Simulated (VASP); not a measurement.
# Li2H (Cmmm) in VASP: further runs, part 2 of 2

VASP 6.6.1.

### 4 Relaxation of cell and atoms, PBE

File INCAR:

```
PREC = Accurate
ENCUT = 600
EDIFF = 1E-7
ISMEAR = 0
SIGMA = 0.1
LREAL = F
LASPH = T
NELM = 80
ALGO = Normal
ISIF = 3
LWAVE = F
LCHARG = F
GGA = PE
IBRION = 2
NSW = 90
EDIFFG = -0.04
```

File KPOINTS:

```
regular mesh
0
Gamma
  8 8 4
```

File POSCAR:

```
Li2H
1.0
    1.3993530900     -1.9969748600      0.0000000000
    1.3993530900      1.9969748600      0.0000000000
    0.0000000000      0.0000000000      5.8248523500
Li H
2 1
Direct
    0.0000000000      0.0000000000      0.6816860700
    0.0000000000      0.0000000000      0.3183139300
    0.5000000000      0.5000000000      0.0000000000
```

Launch:

```bash
> cat potpaw_PBE.64/Li_sv/POTCAR potpaw_PBE.64/H/POTCAR > POTCAR
> mpirun -np 1 vasp_std > vasp.out
```

It took 61 s on 1 thread of Intel Xeon Platinum 8559C (Emerald Rapids), shared host; peak memory 0.14 GiB.

Results (log left out):

```
Free energy                            : -7.6298 eV
Relaxed volume                         : 12.08 Å³/atom
Relaxed cell                           : a = 2.838 Å, b = 2.838 Å, c = 5.241 Å, α = 90.00°, β = 90.00°, γ = 120.83°
Space group after relaxing (to 0.05 Å) : Cmmm (No. 65)
Energy gained by relaxing              : 506.4 meV/atom
Ionic steps                            : 14
Pressure after relaxing                : 0.1 GPa
Largest force after relaxing           : 0.017 eV/Å
```

Forces in eV/Å, atoms in the order of the input:
```
Li   0.000  0.000  0.017
Li   0.000  0.000 -0.017
H    0.000  0.000  0.000
```

Stress tensor (GPa, compression positive):
```
 0.09  0.00  0.00
 0.00 -0.02  0.00
 0.00  0.00  0.31
```

The path:
| step | energy change (eV) | largest force (eV/Å) | pressure (GPa) | volume (Å³) |
| --- | --- | --- | --- | --- |
| 1 | 0.0000 | 2.0110 | 3.98 | 32.55 |
| 2 | -0.5834 | 1.8356 | 1.68 | 33.78 |
| 3 | -1.3822 | 0.2789 | -1.18 | 36.90 |
| 4 | -1.3881 | 0.5109 | -1.11 | 36.63 |
| 5 | -1.3888 | 0.4553 | -1.13 | 36.70 |
| 6 | -1.4611 | 0.1083 | -0.56 | 36.20 |
| 7 | -1.4805 | 0.1572 | 0.11 | 35.75 |
| 8 | -1.4916 | 0.0694 | 0.12 | 35.80 |
| 9 | -1.4989 | 0.0699 | 0.13 | 35.85 |
| 10 | -1.5070 | 0.0871 | 0.14 | 35.93 |
| 11 | -1.5141 | 0.1293 | 0.19 | 36.10 |
| 12 | -1.5150 | 0.1157 | 0.18 | 36.08 |
| 13 | -1.5184 | 0.0584 | 0.15 | 36.18 |
| 14 | -1.5191 | 0.0171 | 0.13 | 36.24 |

Final structure:
```yaml
crystal:
  lattice:
    - [1.40103, -2.46798, 0.00000]
    - [1.40103, 2.46798, 0.00000]
    - [0.00000, 0.00000, 5.24099]
  atoms:
    - { symbol: Li, position: [0.00000, 0.00000, 0.75832] }
    - { symbol: Li, position: [0.00000, 0.00000, 0.24168] }
    - { symbol: H, position: [0.50000, 0.50000, 0.00000] }
```

Levels at points of the mesh, in eV from the Fermi level:
```tsv
k point	band 1	band 2	band 3	band 4	band 5	band 6	band 7
(0.00, 0.00, 0.00)	-46.58	-46.55	-6.55	-1.95	2.06	11.71	12.55
(0.50, 0.00, 0.00)	-46.55	-46.52	-3.91	2.68	3.47	3.53	4.01
(0.50, 0.50, 0.00)	-46.55	-46.52	-3.01	-0.60	3.72	3.86	6.14
(0.00, 0.00, 0.50)	-46.57	-46.56	-6.44	-2.70	5.40	6.18	12.66
(0.50, 0.00, 0.50)	-46.54	-46.53	-3.72	1.02	2.87	3.75	7.45
(0.50, 0.50, 0.50)	-46.54	-46.53	-2.99	0.42	1.10	3.54	10.71
```

Caveat: the cutoff is under 1.25 times the usual one of these potentials, so pressure, stress and relaxed cells hold a basis-set (Pulay) error.

### 5 Single point, PBE

This run uses another cell than the first one, of 13.24 Å³/atom, 1.220 times its volume.

File INCAR:

```
PREC     = Accurate       # precision mode
ENCUT    = 520            # plane-wave cutoff, eV
EDIFF    = 1E-7           # SCF threshold, eV
ISMEAR   = 0              # smearing method
SIGMA    = 0.1            # smearing width, eV
LREAL    = F              # projectors in reciprocal space
LASPH    = T              # aspherical terms in the spheres
NELM     = 100            # most SCF steps
ALGO     = Normal         # electronic algorithm
ISIF     = 2              # what is computed and relaxed
LWAVE    = F              # write WAVECAR
LCHARG   = F              # write CHGCAR
GGA      = PE             # functional
NBANDS   = 10             # bands
```

File KPOINTS:

```
regular mesh
0
Gamma
  18 18 10
```

File POSCAR:

```
Li2H
1.0
    1.3659397779     -2.7311755984      0.0000000000
    1.3659397779      2.7311755984      0.0000000000
    0.0000000000      0.0000000000      5.3230562460
Li H
2 1
Direct
    0.0000000000      0.0000000000      0.7619146097
    0.0000000000      0.0000000000      0.2380853903
    0.5000000000      0.5000000000      0.0000000000
```

Launch:

```bash
> cat potpaw_PBE.64/Li_sv/POTCAR potpaw_PBE.64/H/POTCAR > POTCAR
> mpirun -np 1 vasp_std > vasp.out
```

It took 66 s on 1 thread of Intel Xeon Platinum 8559C (Emerald Rapids), shared host; peak memory 0.3 GiB.

It converged, with:

| Quantity | Value |
| --- | --- |
| Free energy | -7.6750 eV |

Levels at points of the mesh, in eV from the Fermi level:
```csv
k point,band 1,band 2,band 3,band 4,band 5,band 6,band 7,band 8
"(0.00, 0.00, 0.00)",-46.57,-46.53,-6.16,-1.80,2.06,10.27,11.36,12.41
"(0.50, 0.00, 0.00)",-46.54,-46.51,-3.60,2.92,3.63,3.78,4.19,8.32
"(0.50, 0.50, 0.00)",-46.55,-46.52,-3.53,-0.85,2.68,3.55,5.54,7.84
"(0.00, 0.00, 0.50)",-46.56,-46.54,-6.04,-2.54,5.00,6.31,11.61,12.15
"(0.50, 0.00, 0.50)",-46.53,-46.52,-3.43,1.37,3.19,3.86,7.11,9.85
"(0.50, 0.50, 0.50)",-46.55,-46.53,-3.51,0.18,0.75,2.49,10.17,10.23
```

Caveat: the cutoff is under 1.25 times the usual one of these potentials, so pressure, stress and relaxed cells hold a basis-set (Pulay) error.

### 6 Relaxation of cell and atoms, PBE

File INCAR:

```
PREC = Accurate
ENCUT = 910
EDIFF = 1E-7
ISMEAR = 0
SIGMA = 0.1
LREAL = F
LASPH = T
NELM = 120
ALGO = Normal
ISIF = 3
LWAVE = F
LCHARG = F
GGA = PE
IBRION = 2
NSW = 90
EDIFFG = -0.04
GGA_COMPAT = F
NELMIN = 4
```

File KPOINTS:

```
regular mesh
0
Gamma
  8 8 4
```

File POSCAR:

```
Li2H
1.0
    1.3993530900     -1.9969748600      0.0000000000
    1.3993530900      1.9969748600      0.0000000000
    0.0000000000      0.0000000000      5.8248523500
Li H
2 1
Direct
    0.0000000000      0.0000000000      0.6816860700
    0.0000000000      0.0000000000      0.3183139300
    0.5000000000      0.5000000000      0.0000000000
```

Potentials or basis: VASP PAW PBE potentials, release 64 (Li_sv, H_h).

Launch:

```bash
> cat potpaw_PBE.64/Li_sv/POTCAR potpaw_PBE.64/H_h/POTCAR > POTCAR
> mpirun -np 1 vasp_std > vasp.out
```

It took 2.7 min on 1 thread of Intel Xeon Platinum 8375C at 2.90GHz (Ice Lake), shared host; peak memory 0.18 GiB.

Results (log left out):

```
Free energy                            : -7.6626 eV
Relaxed volume                         : 13.06 Å³/atom
Relaxed cell                           : a = 3.034 Å, b = 3.034 Å, c = 5.305 Å, α = 90.00°, β = 90.00°, γ = 126.60°
Space group after relaxing (to 0.05 Å) : Cmmm (No. 65)
Energy gained by relaxing              : 516.2 meV/atom
Ionic steps                            : 18
Pressure after relaxing                : 0.0 GPa
```

Stress tensor (GPa, compression positive):
```
-0.18  0.00  0.00
 0.00  0.05  0.00
 0.00  0.00  0.02
```

Step by step:
```tsv
step	energy change (eV)	largest force (eV/Å)	pressure (GPa)	volume (Å³)
1	0.0000	2.0033	4.08	32.55
2	-0.5814	1.8328	1.70	33.81
3	-1.3801	0.2884	-1.02	37.03
4	-1.3849	0.4941	-1.02	36.78
5	-1.3854	0.4377	-1.03	36.85
6	-1.4575	0.1000	-0.56	36.43
7	-1.4786	0.1762	0.10	36.01
8	-1.4922	0.0810	0.15	36.05
9	-1.5021	0.0852	0.26	36.08
10	-1.5105	0.1017	0.33	36.18
11	-1.5202	0.1422	0.55	36.37
12	-1.5219	0.1762	0.64	36.44
13	-1.5227	0.2396	0.83	36.54
14	-1.5385	0.1514	0.72	37.14
15	-1.5434	0.0245	0.68	37.83
16	-1.5438	0.0512	0.68	37.69
17	-1.5471	0.0277	0.36	38.34
18	-1.5486	0.0004	-0.04	39.19
```

Final structure:
```cif
data_structure
_symmetry_space_group_name_H-M 'P 1'
_symmetry_Int_Tables_number 1
_cell_length_a 3.0336
_cell_length_b 3.0336
_cell_length_c 5.3046
_cell_angle_alpha 90.000
_cell_angle_beta 90.000
_cell_angle_gamma 126.600
_cell_volume 39.19
loop_
_atom_site_label
_atom_site_type_symbol
_atom_site_fract_x
_atom_site_fract_y
_atom_site_fract_z
_atom_site_occupancy
Li1 Li 0.00000 0.00000 0.76155 1
Li2 Li 0.00000 0.00000 0.23845 1
H1 H 0.50000 0.50000 0.00000 1
```

Levels at points of the mesh, in eV from the Fermi level:
```
           k point  band 1  band 2  band 3  band 4  band 5  band 6  band 7
(0.00, 0.00, 0.00)  -46.48  -46.45   -6.14   -1.76    2.14   10.49   12.54
(0.50, 0.00, 0.00)  -46.45  -46.42   -3.55    2.99    3.71    3.85    4.26
(0.50, 0.50, 0.00)  -46.47  -46.44   -3.44   -0.79    2.80    3.64    5.65
(0.00, 0.00, 0.50)  -46.47  -46.46   -6.02   -2.50    5.11    6.39   11.82
(0.50, 0.00, 0.50)  -46.44  -46.43   -3.38    1.42    3.26    3.94    7.24
(0.50, 0.50, 0.50)  -46.46  -46.45   -3.42    0.24    0.82    2.61   10.37
```

Caveat: the volume moved by over 15 % at a fixed basis, so the end points are rough.

### 7 Summary

| task | potentials or basis | cell | k mesh | cutoff (eV) | second run | gap on the mesh (eV) | pressure (GPa) | relaxed volume (Å³/atom) | largest force (eV/Å) |
| --- | --- | --- | --- | --- | --- | --- | --- | --- | --- |
| single point | VASP PAW PBE potentials, release 64 (Li_sv, H) | a = 2.438, b = 2.438, c = 5.825 Å, angles 90.0, 90.0, 110.0°, 3 atoms | 8 × 8 × 4 | 520 | - | none | - | - | 2.01 |
| single point | VASP PAW PBE potentials, release 64 (Li_sv, H) | a = 3.075, b = 3.075, c = 5.306 Å, angles 90.0, 90.0, 127.7°, 3 atoms | 8 × 8 × 4 | 520 | - | none | - | - | 0.02 |
| relaxation of cell and atoms | VASP PAW PBE potentials, release 64 (Li_sv, H) | relaxed from a = 2.438, b = 2.438, c = 5.825 Å, angles 90.0, 90.0, 110.0°, 3 atoms | 8 × 8 × 4 | 600 | - | none | 0.1 | 12.08 | 0.02 |
| single point | VASP PAW PBE potentials, release 64 (Li_sv, H) | a = 3.054, b = 3.054, c = 5.323 Å, angles 90.0, 90.0, 126.9°, 3 atoms | 18 × 18 × 10 | 520 | - | none | - | - | - |
| relaxation of cell and atoms | VASP PAW PBE potentials, release 64 (Li_sv, H_h) | relaxed from a = 2.438, b = 2.438, c = 5.825 Å, angles 90.0, 90.0, 110.0°, 3 atoms | 8 × 8 × 4 | 910 | hard_potentials | none | 0.0 | 13.06 | - |

Alike in all rows: level PBE; no spin polarisation; smearing gaussian 0.1 eV.

Caveats: the cutoff is under 1.25 times the usual one of these potentials, so pressure, stress and relaxed cells hold a basis-set (Pulay) error (some runs); forces of over 1 eV/Å act on the atoms, so gaps and moduli don't describe the material at rest (some runs); the volume moved by over 15 % at a fixed basis, so the end points are rough (some runs).

Total energies depend on the potentials used, so only differences within one code and one set of settings carry meaning.
